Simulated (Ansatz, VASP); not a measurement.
**CoO in VASP and in Ansatz**

```
CELL_PARAMETERS angstrom
0.00000 2.14562 2.14562
2.14562 0.00000 2.14562
2.14562 2.14562 0.00000
ATOMIC_POSITIONS crystal
Co 0.00000 0.00000 0.00000
O 0.50000 0.50000 0.50000
```

Alike in both runs: task single point; functional PBEsol; dispersion D4; k mesh 11 × 11 × 11; occupations fermi-dirac, width 0.05 eV; collinear spin.

|  | VASP | Ansatz |
| --- | --- | --- |
| version | VASP 6.6.1 | Ansatz 0.2.0 |
| potentials or method | VASP PAW PBE potentials, release 64 (Co_sv, O) | Ansatz PAW |
| plane-wave cutoff (eV) | 600 | 420 |
| valence electrons in the cell | 23 | 23 |

```csv
,VASP,Ansatz,Ansatz less VASP
gap on the k mesh at the Fermi level (eV),none,none,-
pressure (GPa),-17.9,-15.5,+2.34
net moment per atom (μB),1.49,1.49,+0.002
size of the moment on the site where the two differ most (μB),0.32,0.35,+0.025
```

VASP's potentials were made for PBE, not for PBEsol. Site moments also hang on the region over which each program counts them. A gap of «none» marks a metal or a gap that the smearing closes.
